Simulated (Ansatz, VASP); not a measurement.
# Two plane-wave programs on Hf2S

The input POSCAR:

```
Hf2S
1.0
    3.3742737662      0.0000000000      0.0000000000
   -1.6871368831      2.9222068008      0.0000000000
    0.0000000000      0.0000000000     11.7174070300
Hf S
4 2
Direct
    0.6666666667      0.3333333333      0.8998116400
    0.3333333333      0.6666666667      0.3998116400
    0.6666666667      0.3333333333      0.6001883600
    0.3333333333      0.6666666667      0.1001883600
    0.0000000000      0.0000000000      0.7500000000
    0.0000000000      0.0000000000      0.2500000000
```

Contents of INCAR.step1:

```
SYSTEM = Hf2S
PREC = Accurate ; ENCUT = 520
ISMEAR = 1 ; SIGMA = 0.3
LREAL = .FALSE. ; LASPH = .TRUE.
NELM = 80 ; NBANDS = 35
GGA = PE ; ALGO = Normal
EDIFF = 1E-4 ; LWAVE = .TRUE.
LCHARG = .FALSE.
```

Contents of INCAR.step2:

```
SYSTEM = Hf2S
PREC = Accurate ; ENCUT = 520
EDIFF = 1E-7 ; ISMEAR = 1
SIGMA = 0.3 ; LREAL = .FALSE.
LASPH = .TRUE. ; NELM = 80
ALGO = Normal ; ISIF = 2
LWAVE = .FALSE. ; LCHARG = .TRUE.
METAGGA = R2SCAN ; LMIXTAU = .TRUE.
LELF = .TRUE. ; LVHAR = .TRUE.
NBANDS = 35 ; ISTART = 1
```

Contents of KPOINTS:

```
regular mesh
0
G
  12 12 4
  0 0 0
```

Input for Ansatz:

```yaml
crystal:
  lattice:
    - [3.3742737662, 0.0, 0.0]
    - [-1.6871368831, 2.9222068008, 0.0]
    - [0.0, 0.0, 11.71740703]
  atoms:
    - { symbol: Hf, position: [0.6666666667, 0.3333333333, 0.89981164] }
    - { symbol: Hf, position: [0.3333333333, 0.6666666667, 0.39981164] }
    - { symbol: Hf, position: [0.6666666667, 0.3333333333, 0.60018836] }
    - { symbol: Hf, position: [0.3333333333, 0.6666666667, 0.10018836] }
    - { symbol: S, position: [0.0, 0.0, 0.75] }
    - { symbol: S, position: [0.0, 0.0, 0.25] }
basis:
  ecutwfc: 500
kpoints:
  mp_grid: { grid: [12, 12, 4] }
hamiltonian:
  xc: r2scan
scf:
  occupations: { method: cold, width: 0.3 }
output:
  forces: true
  stress: true
  eigenvalues: true
```

Alike in both runs: task single point; functional r2SCAN; k mesh 12 × 12 × 4; no spin polarisation.

```csv
,VASP,Ansatz
version,VASP 6.6.1,Ansatz 0.2.0
potentials or method,"VASP PAW PBE potentials, release 64 (Hf_pv, S), cutoff 520 eV","scalar-relativistic, plane waves, PAW"
occupations,"methfessel-paxton of order 1, width 0.3 eV","cold, width 0.3 eV"
valence electrons in the cell,52,116
```

Ansatz gave:

| Property | Result |
| --- | --- |
| gap on the k mesh at the Fermi level (eV) | none |
| pressure (GPa) | 0.9 |
| traceless stress, the component that is largest in VASP (GPa) | 0.32 |
| rms of the force components (eV/Å) | 0.004 |

**Question.** Which values does VASP return?

**Answer.** gap on the k mesh at the Fermi level (eV): none; pressure (GPa): 0.0; traceless stress, the component that is largest in VASP (GPa): 0.11; rms of the force components (eV/Å): 0.012.

VASP's potentials were made for PBE, not for r2SCAN. Atom by atom the forces differ by 0.016 eV/Å (rms over components). A gap of «none» marks a metal or a gap that the smearing closes. VASP's potentials hold 52 valence electrons a cell and Ansatz's 116, so a difference there can come from the potentials and not from the codes.

Neither program's run includes spin-orbit coupling.
